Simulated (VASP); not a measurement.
# Hf (I4_1/amd) in VASP: a series of runs

Runs on Hf. Level: PBEsol. Tasks: single point.

Program: VASP 6.6.1. These are calculated values, not measurements. Logs are shortened: lines on timing, memory, paths and dates and some standing lists are left out, and cuts for length are marked.

## 1. The cell of the first run

It takes space group I4_1/amd (No. 141, tetragonal). The conventional cell has a = 4.802 Å, b = 4.802 Å, c = 2.639 Å, α = 90.00°, β = 90.00°, γ = 90.00°. Hf (site symmetry -4m2) has 10 Hf at 2.49 to 3.11 Å within 3.3 Å.

## 2. Single point, PBEsol

File INCAR:

```
PREC = Accurate ; ENCUT = 520
EDIFF = 1E-7 ; ISMEAR = -1
SIGMA = 0.1 ; LREAL = False
LASPH = True ; NELM = 60
ALGO = Normal ; ISIF = 2
LWAVE = False ; LCHARG = False
GGA = PS ; NBANDS = 17
```

File KPOINTS:

```
Automatic mesh
0
Gamma
  16 16 16
```

File POSCAR:

```
Hf
1.0
   -2.4010466547      2.4010466547      1.3195726071
    2.4010466547     -2.4010466547      1.3195726071
    2.4010466547      2.4010466547     -1.3195726071
Hf
2
Direct
   -0.3750000000     -0.1250000000     -0.2500000000
    0.3750000000      0.1250000000      0.2500000000
```

Potentials or basis: VASP PAW PBE potentials, release 64 (Hf_pv).

Started as:

```
cat potpaw_PBE.64/Hf_pv/POTCAR > POTCAR
mpirun -np 1 vasp_std > vasp.out
```

OUTCAR:

```text
PREC = Accurate
   ENCUT = 520
   EDIFF = 1E-7
   ISMEAR = -1
   LREAL = False
   LASPH = True
   NELM = 60
   ISIF = 2
   GGA = PS

 ion  position               nearest neighbor table
   1  0.625  0.875  0.750-   2 2.49   2 2.49   2 2.49   2 2.49   2 3.11   2 3.11   2 3.11   2 3.11

   2  0.375  0.125  0.250-   1 2.49   1 2.49   1 2.49   1 2.49   1 3.11   1 3.11   1 3.11   1 3.11

  LATTYP: Found a body centered tetragonal cell.
 ALAT       =     4.8020933094
 C/A-ratio  =     0.5495822434

  Lattice vectors:

 A1 = (  -2.4010466547,   2.4010466547,   1.3195726071)
 A2 = (   2.4010466547,  -2.4010466547,   1.3195726071)
 A3 = (   2.4010466547,   2.4010466547,  -1.3195726071)

Analysis of symmetry for initial positions (statically):
=====================================================================
 Subroutine PRICEL returns:
 Original cell was already a primitive cell.

 Routine SETGRP: Setting up the symmetry group for a
 body centered tetragonal supercell.

 Subroutine GETGRP returns: Found 16 space group operations
 (whereof  4 operations were pure point group operations)
 out of a pool of 16 trial point group operations.

The static configuration has the point symmetry C_2h.
 The point group associated with its full space group is D_4h.

Analysis of symmetry for dynamics (positions and initial velocities):
=====================================================================
 Subroutine PRICEL returns:
 Original cell was already a primitive cell.

 Routine SETGRP: Setting up the symmetry group for a
 body centered tetragonal supercell.

 Subroutine GETGRP returns: Found 16 space group operations
 (whereof  4 operations were pure point group operations)
 out of a pool of 16 trial point group operations.

The dynamic configuration has the point symmetry C_2h.
 The point group associated with its full space group is D_4h.

 Subroutine INISYM returns: Found 16 space group operations
 (whereof  4 operations are pure point group operations),
 and found     1 'primitive' translations

----------------------------------------------------------------------------------------

                                     Primitive cell

  volume of cell :      30.4295

  direct lattice vectors                    reciprocal lattice vectors
    -2.401046655  2.401046655  1.319572607     0.000000000  0.208242517  0.378910563
     2.401046655 -2.401046655  1.319572607     0.208242517  0.000000000  0.378910563
[... 78 lines left out ...]
   ICHARG =      2    charge: 1-file 2-atom 10-const
   ISPIN  =      1    spin polarized calculation?
   LNONCOLLINEAR =      F non collinear calculations
   LSORBIT =      F    spin-orbit coupling
   LASPH  =      T    aspherical Exc in radial PAW
   ENCUT  =  520.0 eV  38.22 Ry    6.18 a.u.   6.77  6.77  6.77*2*pi/ulx,y,z
   NELM   =     60;   NELMIN=  2; NELMDL= -5     # of ELM steps
   EDIFF  = 0.1E-06   stopping-criterion for ELM
   LREAL  =      F    real-space projection
   EDIFFG = 0.1E-05   stopping-criterion for IOM
   NSW    =      0    number of steps for IOM
   IBRION =     -1    ionic relax: 0-MD 1-quasi-New 2-CG
   NFREE  =      0    steps in history (QN), initial steepest desc. (CG)
   ISIF   =      2    stress and relaxation
   ISYM   =      2    0-nonsym 1-usesym 2-fastsym
   POTIM  = 0.5000    time-step for ionic-motion
   TEBEG  =    0.0;   TEEND  =   0.0 temperature during run
   PSTRESS=    0.0 pullay stress
   NELECT =      20.0000    total number of electrons
   NUPDOWN=      -1.0000    fix difference up-down
   EMIN   =  10.00;   EMAX   =-10.00  energy-range for DOS
   EFERMI =   0.00;   METHOD = LEGACY
   ISMEAR =    -1;   SIGMA  =   0.10  broadening in eV -4-tet -1-fermi 0-gaus
   EFERMI_NEDOS =   21; number of points for ismear=-14 and -15
   IALGO  =     38    algorithm
   IMIX   =      4    mixing-type and parameters
     AMIX     =   0.40;   BMIX     =  1.00
     AMIX_MAG =   1.60;   BMIX_MAG =  1.00
  volume/ion in A,a.u.               =      15.21       102.67
  Fermi-wavevector in a.u.,A,eV,Ry     =   1.423377  2.689793 27.565439  2.026003
  Thomas-Fermi vector in A             =   2.543981
   LORBIT       =      0    0 simple, 1 ext, 2 COOP (PROOUT), +10 PAW based schemes
   GGA     = PS    functional components
   LHFCALC =     F    Hartree Fock is set to
   AEXX    =    0.0000 exact exchange contribution
   IVDW    =     0    specifies the selected vdW correction
   LEPSILON=     F    determine dielectric tensor
   LRPA    =     F    only Hartree local field effects (RPA)
 non-spin polarized calculation
  energy-cutoff  :      520.00
  volume of cell :       30.43
 maximum number of plane-waves:       838
   NGX = 13   NGY = 13   NGZ = 13

 number of electron      20.0000005 magnetization

 Free energy of the ion-electron system (eV)
  ---------------------------------------------------
  ext. energy  EPLUGINS =         0.00000000
  ---------------------------------------------------
  free energy    TOTEN  =       -17.51239069 eV

  energy without entropy =      -17.45600713  energy(sigma->0) =      -17.48419891

 E-fermi :   7.1548     XC(G=0): -13.2457

 val. band max:        7.1531449102   @ k =  -0.0625   0.3750   0.0625
 cond. band min:       7.1562106769   @ k =  -0.3750   0.1875   0.0625
 fundamental gap:      0.0030657667
 Fermi energy:         7.1548200391

 k-point     1 :       0.0000    0.0000    0.0000
  band No.  band energies     occupation
      1     -23.8880      2.00000
      2     -23.8880      2.00000
      3     -21.2281      2.00000
      4     -21.1902      2.00000
      5     -21.1398      2.00000
      6     -21.1398      2.00000
[... 457 lines left out ...]
      4     -21.1879      2.00000
      5     -21.1796      2.00000
      6     -21.0903      2.00000
[... 9 lines left out ...]
     16      16.7217      0.00000
     17      17.0467      0.00000

 [... further k-points ...]
[... 5 lines left out ...]
  --------------------------------------------------------------------------------------
  -------------------------------------------------------------------------------------
  Total       13.2229044     13.2229044     13.3302583      0.0000000     -0.0000000      0.0000000
  in kB      696.2143314    696.2143314    701.8667473      0.0000000     -0.0000000      0.0000000
  external PRESSURE =     698.0984700 kB  Pullay stress =       0.0000000 kB

 VOLUME and BASIS-vectors are now :
 -----------------------------------------------------------------------------
  energy-cutoff  :      520.00
  volume of cell :       30.43
      direct lattice vectors                 reciprocal lattice vectors
    -2.401046655  2.401046655  1.319572607     0.000000000  0.208242517  0.378910563
     2.401046655 -2.401046655  1.319572607     0.208242517  0.000000000  0.378910563
     2.401046655  2.401046655 -1.319572607     0.208242517  0.208242517  0.000000000

 POSITION                                       TOTAL-FORCE (eV/Angst)
 -----------------------------------------------------------------------------------
      2.40105      1.20052      0.98968         0.000000      0.000000      0.000000
      0.00000      1.20052      0.32989        -0.000000     -0.000000     -0.000000
 -----------------------------------------------------------------------------------
    total drift:                                0.000000      0.000000     -0.000000

  FREE ENERGIE OF THE ION-ELECTRON SYSTEM (eV)
  ---------------------------------------------------
  free  energy   TOTEN  =       -17.5123906937 eV

  energy  without entropy=      -17.4560071320  energy(sigma->0) =      -17.48419891
```

stdout:

```text
POSCAR found type information on POSCAR Hf
 POSCAR found :  1 types and       2 ions
 scaLAPACK will be used
 -----------------------------------------------------------------------------
|                                                                             |
|                                                                             |
|     You enforced a specific xc type in the INCAR file but a different       |
|     I HOPE YOU KNOW WHAT YOU ARE DOING!                                     |
|                                                                             |
 -----------------------------------------------------------------------------

 LDA part: xc-table for (Slater+PW92), standard interpolation
 POSCAR, INCAR and KPOINTS ok, starting setup
 FFT: planning ... GRIDC
 FFT: planning ... GRID_SOFT
 FFT: planning ... GRID
 WAVECAR not read
 entering main loop
```

Wall time 89 s (1 thread of Intel Xeon 6975P-C (Granite Rapids), shared host); peak memory 0.27 GiB.

Results:

| Item | Value |
| --- | --- |
| Free energy | -17.5124 eV |
| Pressure | 69.8 GPa |
| Band gap on the k mesh | zero (bands 10 and 11 overlap by 1.64 eV) |

Stress tensor (GPa, compression positive):
```
69.62  0.00  0.00
 0.00 69.62  0.00
 0.00  0.00 70.19
```

Levels at points of the mesh, in eV from the Fermi level:
| k point | band 6 | band 7 | band 8 | band 9 | band 10 | band 11 | band 12 | band 13 | band 14 | band 15 |
| --- | --- | --- | --- | --- | --- | --- | --- | --- | --- | --- |
| (0.00, 0.00, 0.00) | -28.29 | -7.65 | -5.42 | -1.99 | -1.51 | -0.10 | 4.80 | 4.80 | 5.18 | 5.18 |
| (0.50, 0.00, 0.00) | -28.17 | -4.05 | -3.96 | -1.73 | -0.18 | 1.97 | 2.87 | 2.94 | 4.92 | 7.73 |
| (0.50, 0.50, 0.00) | -28.21 | -3.74 | -3.74 | -1.00 | -1.00 | 1.79 | 1.79 | 3.57 | 3.57 | 7.29 |
| (0.50, 0.50, 0.50) | -27.92 | -3.65 | -3.65 | 0.10 | 0.10 | 1.84 | 1.84 | 4.47 | 4.47 | 6.53 |

Caveat: the cell stands under pressure; the PAW data sets were made with another functional, which shifts forces and pressure a little; spin-orbit coupling is left out, which moves the levels of the heavy elements.

## 3. Single point, PBEsol

File INCAR:

```
PREC = Accurate
ENCUT = 520
EDIFF = 1E-6
ISMEAR = -1
SIGMA = 0.1
LREAL = F
LASPH = T
NELM = 100
ALGO = Normal
ISIF = 2
LWAVE = F
LCHARG = F
GGA = PS
NBANDS = 17
```

File KPOINTS:

```
regular mesh
0
Gamma
  16 16 16
```

File POSCAR:

```
Hf
1.0
   -2.4011899654      2.4011899654      1.3199170453
    2.4011899654     -2.4011899654      1.3199170453
    2.4011899654      2.4011899654     -1.3199170453
Hf
2
Direct
   -0.3750000000     -0.1250000000     -0.2500000000
    0.3750000000      0.1250000000      0.2500000000
```

Potentials or basis: VASP PAW PBE potentials, release 64 (Hf_pv).

Started as:

```
cat potpaw_PBE.64/Hf_pv/POTCAR > POTCAR
mpirun -np 1 vasp_std > vasp.out
```

It took 77 s on 1 thread of Intel Xeon 6975P-C (Granite Rapids), shared host; peak memory 0.27 GiB.

Results (log left out):

```yaml
Free_energy: -17.5174 eV
Pressure: 69.7 GPa
Band_gap_on_the_k_mesh: zero (bands 10 and 11 overlap by 1.64 eV)
```

Stress tensor (GPa, compression positive):
```
69.52  0.00  0.00
 0.00 69.52  0.00
 0.00  0.00 70.04
```

Levels at points of the mesh, in eV from the Fermi level:
```csv
k point,band 7,band 8,band 9,band 10,band 11,band 12,band 13,band 14
"(0.00, 0.00, 0.00)",-7.65,-5.42,-1.98,-1.51,-0.10,4.80,4.80,5.18
"(0.50, 0.00, 0.00)",-4.05,-3.95,-1.73,-0.18,1.97,2.87,2.94,4.91
"(0.50, 0.50, 0.00)",-3.74,-3.74,-1.00,-1.00,1.79,1.79,3.56,3.56
"(0.50, 0.50, 0.50)",-3.65,-3.65,0.10,0.10,1.84,1.84,4.47,4.47
```

Caveat: the cell stands under pressure; the PAW data sets were made with another functional, which shifts forces and pressure a little; spin-orbit coupling is left out, which moves the levels of the heavy elements.
